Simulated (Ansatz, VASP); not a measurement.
# PbS: VASP beside Ansatz

```
Pb S
1.0
     0.00000    2.92237    2.95845
     2.92237    0.00000    2.95845
     2.92237    2.92237    0.00000
Pb S
1 1
Direct
  0.00000 0.00000 0.00000
  0.50000 0.50000 0.50000
```

Change from the starting cell: strained cell.

Alike in both runs: functional PBEsol; k mesh 10 × 10 × 10; occupations gaussian, width 0.01 eV; no spin polarisation.

Ansatz relaxed the structure, and its values are those at the end. VASP's run is a single point on that final structure, the one shown.

|  | VASP | Ansatz |
| --- | --- | --- |
| version | VASP 6.6.1 | Ansatz 0.2.0 |
| potentials or method | VASP PAW PBE potentials, release 64 (Pb_d, S), cutoff 500 eV | scalar-relativistic, plane waves, PAW |
| valence electrons in the cell | 20 | 20 |

```tsv
	VASP	Ansatz	Ansatz less VASP
gap on the k mesh at the Fermi level (eV)	0.13	0.13	+0.002
least direct gap on the mesh (eV)	0.13	0.13	+0.002
pressure (GPa)	1.1	1.1	+0.06
```

VASP's potentials were made for PBE, not for PBEsol, and Ansatz warns of the same on its side. Ansatz's warnings: stress scf threshold loose.

Spin-orbit coupling is off throughout.
